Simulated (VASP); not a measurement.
# Zn3BiO (P4/mmm) in VASP: a series of runs, part 2 of 2

VASP 6.6.1.

## (3) Relaxation of cell and atoms, PBE

This run uses another cell than the first one, of 16.65 Å³/atom, 0.622 times its volume.

INCAR reads:

```
PREC = Accurate ; ENCUT = 600
EDIFF = 1E-6 ; ISMEAR = 0
SIGMA = 0.1 ; LREAL = False
LASPH = True ; NELM = 60
ALGO = Normal ; ISIF = 3
LWAVE = False ; LCHARG = False
GGA = PE ; IBRION = 2
NSW = 90 ; EDIFFG = -0.04
```

KPOINTS reads:

```
regular mesh
0
Gamma
  4 4 4
```

POSCAR reads:

```
Zn3BiO
1.0
    4.3065844300      0.0000000000      0.0000000000
    0.0000000000      4.3065844300      0.0000000000
    0.0000000000      0.0000000000      4.4895174900
Zn Bi O
3 1 1
Direct
    0.5000000000      0.0000000000      0.5000000000
    0.0000000000      0.5000000000      0.5000000000
    0.5000000000      0.5000000000      0.0000000000
    0.0000000000      0.0000000000      0.5000000000
    0.0000000000      0.0000000000      0.0000000000
```

Potentials or basis: VASP PAW PBE potentials, release 64 (Zn, Bi_d, O).

Run with:

```console
$ cat potpaw_PBE.64/Zn/POTCAR potpaw_PBE.64/Bi_d/POTCAR potpaw_PBE.64/O/POTCAR > POTCAR
$ mpirun -np 1 vasp_std > vasp.out
```

OUTCAR:

```text
PREC = Accurate
   ENCUT = 600
   EDIFF = 1E-6
   ISMEAR = 0
   LREAL = False
   LASPH = True
   NELM = 60
   ISIF = 3
   GGA = PE
   IBRION = 2
   NSW = 90
   EDIFFG = -0.04

 ion  position               nearest neighbor table
   1  0.500  0.000  0.500-   4 2.15   4 2.15   2 3.05   2 3.05   2 3.05   2 3.05
   2  0.000  0.500  0.500-   4 2.15   4 2.15   1 3.05   1 3.05   1 3.05   1 3.05
   3  0.500  0.500  0.000-
   4  0.000  0.000  0.500-   1 2.15   2 2.15   2 2.15   1 2.15   5 2.24   5 2.24
   5  0.000  0.000  0.000-   4 2.24   4 2.24

  LATTYP: Found a simple tetragonal cell.
 ALAT       =     4.3065844300
 C/A-ratio  =     1.0424775278

  Lattice vectors:

 A1 = (   4.3065844300,   0.0000000000,   0.0000000000)
 A2 = (   0.0000000000,   4.3065844300,   0.0000000000)
 A3 = (   0.0000000000,   0.0000000000,   4.4895174900)

Analysis of symmetry for initial positions (statically):
=====================================================================
 Subroutine PRICEL returns:
 Original cell was already a primitive cell.

 Routine SETGRP: Setting up the symmetry group for a
 simple tetragonal supercell.

 Subroutine GETGRP returns: Found 16 space group operations
 (whereof 16 operations were pure point group operations)
 out of a pool of 16 trial point group operations.

The static configuration has the point symmetry D_4h.

Analysis of symmetry for dynamics (positions and initial velocities):
=====================================================================
 Subroutine PRICEL returns:
 Original cell was already a primitive cell.

 Routine SETGRP: Setting up the symmetry group for a
 simple tetragonal supercell.

 Subroutine GETGRP returns: Found 16 space group operations
 (whereof 16 operations were pure point group operations)
 out of a pool of 16 trial point group operations.

The dynamic configuration has the point symmetry D_4h.

 Subroutine INISYM returns: Found 16 space group operations
 (whereof 16 operations are pure point group operations),
 and found     1 'primitive' translations

[... 98 lines left out ...]
   NFREE  =      1    steps in history (QN), initial steepest desc. (CG)
   ISIF   =      3    stress and relaxation
   ISYM   =      2    0-nonsym 1-usesym 2-fastsym
   POTIM  = 0.5000    time-step for ionic-motion
   TEBEG  =    0.0;   TEEND  =   0.0 temperature during run
   PSTRESS=    0.0 pullay stress
   NELECT =      57.0000    total number of electrons
   NUPDOWN=      -1.0000    fix difference up-down
   EMIN   =  10.00;   EMAX   =-10.00  energy-range for DOS
   EFERMI =   0.00;   METHOD = LEGACY
   ISMEAR =     0;   SIGMA  =   0.10  broadening in eV -4-tet -1-fermi 0-gaus
   EFERMI_NEDOS =   21; number of points for ismear=-14 and -15
   IALGO  =     38    algorithm
   IMIX   =      4    mixing-type and parameters
     AMIX     =   0.40;   BMIX     =  1.00
     AMIX_MAG =   1.60;   BMIX_MAG =  1.00
  volume/ion in A,a.u.               =      16.65       112.38
  Fermi-wavevector in a.u.,A,eV,Ry     =   1.442817  2.726529 28.323532  2.081721
  Thomas-Fermi vector in A             =   2.561295
   LORBIT       =      0    0 simple, 1 ext, 2 COOP (PROOUT), +10 PAW based schemes
   GGA     = PE    functional components
   LHFCALC =     F    Hartree Fock is set to
   AEXX    =    0.0000 exact exchange contribution
   IVDW    =     0    specifies the selected vdW correction
   LEPSILON=     F    determine dielectric tensor
   LRPA    =     F    only Hartree local field effects (RPA)
 conjugate gradient relaxation of ions
 non-spin polarized calculation
 Gauss-broadening in eV      SIGMA  =   0.10
  energy-cutoff  :      600.00
  volume of cell :       83.27
 maximum number of plane-waves:      2804
 NGX is ok and might be reduce to    36
   NGX = 17   NGY = 17   NGZ = 17

--------------------------------------- Ionic step        1  -------------------------------------------

 number of electron      57.0000020 magnetization

 Free energy of the ion-electron system (eV)
  ---------------------------------------------------
  ext. energy  EPLUGINS =         0.00000000
  ---------------------------------------------------
  free energy    TOTEN  =        -4.39131020 eV

  energy without entropy =       -4.38514414  energy(sigma->0) =       -4.38822717

 E-fermi :   5.1123     XC(G=0): -10.8942

 val. band max:        5.0842175678   @ k =   0.0000   0.0000   0.5000
 cond. band min:       5.2285151836   @ k =   0.2500   0.2500   0.2500
 fundamental gap:      0.1442976157
 Fermi energy:         5.1123403074

 k-point     1 :       0.0000    0.0000    0.0000
  band No.  band energies     occupation
      1     -19.8879      2.00000
      2     -19.3055      2.00000
      3     -19.2918      2.00000
      4     -19.0199      2.00000
      5     -19.0199      2.00000
      6     -13.0592      2.00000
[... 888 lines left out ...]
--------------------------------------- Ionic step        7  -------------------------------------------

 number of electron      56.9999908 magnetization

 Free energy of the ion-electron system (eV)
  ---------------------------------------------------
  ext. energy  EPLUGINS =         0.00000000
  ---------------------------------------------------
  free energy    TOTEN  =       -10.76099226 eV

  energy without entropy =      -10.75302522  energy(sigma->0) =      -10.75700874

 E-fermi :   1.6939     XC(G=0):  -8.7914

 val. band max:        1.6777005906   @ k =   0.5000   0.0000   0.0000
 cond. band min:       1.9310582788   @ k =   0.5000   0.0000   0.5000
 fundamental gap:      0.2533576882
 Fermi energy:         1.6939075135

 k-point     1 :       0.0000    0.0000    0.0000
  band No.  band energies     occupation
      1     -21.3083      2.00000
      2     -21.2311      2.00000
      3     -21.1599      2.00000
      4     -21.0462      2.00000
      5     -21.0462      2.00000
      6     -15.2901      2.00000
[... 687 lines left out ...]
  FREE ENERGIE OF THE ION-ELECTRON SYSTEM (eV)
  ---------------------------------------------------
  free  energy   TOTEN  =       -10.7609922623 eV

  energy  without entropy=      -10.7530252194  energy(sigma->0) =      -10.75700874

 reached required accuracy - stopping structural energy minimisation
```

CONTCAR:

```text
Zn3BiO
   1.00000000000000
     5.4349552797011764    0.0000000000000000    0.0000000000000000
     0.0000000000000000    5.4349552797011764    0.0000000000000000
     0.0000000000000000    0.0000000000000000    4.3679867880959238
  Zn              Bi              O
     3     1     1
Direct
     0.5000000000000000    0.0000000000000000    0.5000000000000000
     0.0000000000000000    0.5000000000000000    0.5000000000000000
     0.5000000000000000    0.5000000000000000    0.0000000000000000
     0.0000000000000000    0.0000000000000000    0.5000000000000000
     0.0000000000000000    0.0000000000000000    0.0000000000000000

  0.00000000E+00  0.00000000E+00  0.00000000E+00
  0.00000000E+00  0.00000000E+00  0.00000000E+00
  0.00000000E+00  0.00000000E+00  0.00000000E+00
  0.00000000E+00  0.00000000E+00  0.00000000E+00
  0.00000000E+00  0.00000000E+00  0.00000000E+00
```

Run time: 4.8 min. Hardware: 1 thread of Intel Xeon Platinum 8488C (Sapphire Rapids), shared host; peak memory 0.24 GiB.

What came out:

```yaml
Free_energy: -10.7610 eV
Relaxed_volume: 25.80 Å³/atom
Relaxed_cell: a = 5.435 Å, b = 5.435 Å, c = 4.368 Å, α = 90.00°, β = 90.00°, γ = 90.00°
Space_group_after_relaxing_to_0.05_Å: P4/mmm (No. 123)
Energy_gained_by_relaxing: 1273.9 meV/atom
Ionic_steps: 7
Pressure_after_relaxing: 0.0 GPa
```

Step by step:
```
step  energy change (eV)  largest force (eV/Å)  pressure (GPa)  volume (Å³)
   1              0.0000                0.0000           47.22        83.27
   2             -5.9865                0.0000           -4.46       153.68
   3             -6.2309                0.0000            0.11       126.57
   4             -6.2746                0.0000           -1.84       134.98
   5             -6.2769                0.0000           -1.59       133.62
   6             -6.3686                0.0000           -0.12       129.44
   7             -6.3697                0.0000            0.04       129.02
```

Final structure:
```
Zn Bi O
1.0
     5.43496    0.00000    0.00000
     0.00000    5.43496    0.00000
     0.00000    0.00000    4.36799
Zn Bi O
3 1 1
Direct
  0.50000 0.00000 0.50000
  0.00000 0.50000 0.50000
  0.50000 0.50000 0.00000
  0.00000 0.00000 0.50000
  0.00000 0.00000 0.00000
```

Caveat: the k points lie up to 0.36 Å⁻¹ apart in the final cell; the volume moved by over 15 % at a fixed basis, so the end points are rough; spin-orbit coupling is left out, which moves the levels of the heavy elements; an odd number of electrons without spin polarisation forces a metal; a magnetic or distorted state may lie lower.
